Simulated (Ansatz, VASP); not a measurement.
**One calculation of CsGeBr3, two programs**

INCAR

```
  ALGO = Normal
  EDIFF = 1E-6
  ENCUT = 520
  GGA = CA
  ISIF = 2
  ISMEAR = 0
  LASPH = T
  LCHARG = F
  LREAL = F
  LWAVE = F
  NBANDS = 30
  NELM = 60
  PREC = Accurate
  SIGMA = 0.05
```

The input KPOINTS:

```
k-points
0
Gamma
  6 6 6
```

POSCAR

```
CsGeBr3
1.0
    5.9759933112      0.0000000000      0.0000000000
    0.0000000000      5.9759933112      0.0000000000
    0.0000000000      0.0000000000      5.5333271400
Cs Ge Br
1 1 3
Direct
    0.0000000000      0.0000000000      0.0000000000
    0.5000000000      0.5000000000      0.5000000000
    0.5000000000      0.5000000000      0.0000000000
    0.5000000000      0.0000000000      0.5000000000
    0.0000000000      0.5000000000      0.5000000000
```

Input for Ansatz:

```yaml
crystal:
  lattice:
    - [5.9759933112, 0.0, 0.0]
    - [0.0, 5.9759933112, 0.0]
    - [0.0, 0.0, 5.53332714]
  atoms:
    - { symbol: Cs, position: [0.0, 0.0, 0.0] }
    - { symbol: Ge, position: [0.5, 0.5, 0.5] }
    - { symbol: Br, position: [0.5, 0.5, 0.0] }
    - { symbol: Br, position: [0.5, 0.0, 0.5] }
    - { symbol: Br, position: [0.0, 0.5, 0.5] }
basis:
  ecutwfc: 420
kpoints:
  mp_grid: { grid: [6, 6, 6] }
hamiltonian:
  xc: lda
scf:
  occupations: { method: gaussian, width: 0.05 }
output:
  forces: true
  stress: true
  eigenvalues: true
```

Change from the starting cell: strain +0.080 along x and y, +0.000 along z, atoms carried along.

Alike in both runs: task single point; functional LDA; k mesh 6 × 6 × 6; occupations gaussian, width 0.05 eV; no spin polarisation.

|  | VASP | Ansatz |
| --- | --- | --- |
| version | VASP 6.6.1 | Ansatz 0.2.0 |
| potentials or method | VASP PAW LDA potentials, release 64 (Cs_sv, Ge_d, Br), cutoff 520 eV | scalar-relativistic, plane waves, PAW |
| valence electrons in the cell | 44 | 44 |

```csv
,VASP,Ansatz,Ansatz less VASP
gap on the k mesh at the Fermi level (eV),0.92,0.93,+0.015
least direct gap on the mesh (eV),0.92,0.93,+0.015
pressure (GPa),-4.1,-4.1,0.00
"traceless stress, the component that is largest in VASP (GPa)",1.11,1.09,-0.016
```

LDA's correlation is that of Perdew and Zunger in VASP and of Perdew and Wang (1992) in Ansatz.

Spin-orbit coupling is off throughout.
